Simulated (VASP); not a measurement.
Input of a VASP 6.6.1 run:

The input POSCAR:

```
PbS
1.0
    0.0000000000      2.9872327164      2.9872327164
    2.9872327164      0.0000000000      2.9872327164
    2.9872327164      2.9872327164      0.0000000000
Pb S
1 1
Direct
    0.0000000000      0.0000000000      0.0000000000
    0.5000000000      0.5000000000      0.5000000000
```

File INCAR.step1:

```
SYSTEM = PbS
ALGO = Normal ; EDIFF = 1E-5
ENCUT = 520 ; GGA = PE
ISIF = 2 ; ISMEAR = 0
LASPH = .True. ; LCHARG = .False.
LREAL = .False. ; LWAVE = .True.
NBANDS = 17 ; NELM = 80
PREC = Accurate ; SIGMA = 0.2
```

INCAR.step2

```
SYSTEM = PbS
ALGO = Normal ; EDIFF = 1E-6
ENCUT = 520 ; GGA = PE
HFSCREEN = 0.2079 ; ISIF = 2
ISMEAR = 0 ; ISTART = 1
LASPH = .True. ; LCHARG = .False.
LHFCALC = .True. ; LREAL = .False.
LWAVE = .False. ; NBANDS = 17
NELM = 80 ; PREC = Accurate
PRECFOCK = Normal ; SIGMA = 0.2
```

The input KPOINTS:

```
k-points
0
Gamma
  4 4 4
  0 0 0
```

Potentials or basis: VASP PAW PBE potentials, release 64 (Pb_d, S).

The run is started by

```bash
$ cat potpaw_PBE.64/Pb_d/POTCAR potpaw_PBE.64/S/POTCAR > POTCAR
$ cp INCAR.step1 INCAR
$ mpirun -np 1 vasp_std > vasp.out
$ cp INCAR.step2 INCAR
$ mpirun -np 1 vasp_std > vasp.out
```

Task: What does it give for the band gap on the k mesh?

Result: 0.89 eV.

Task: Estimate the pressure.

Result: -0.2 GPa.

Caveat: the k points lie up to 0.46 Å⁻¹ apart; the PAW data sets were made with another functional, which shifts forces and pressure a little; spin-orbit coupling is left out, which moves the levels of the heavy elements. A k mesh can miss the band edges.
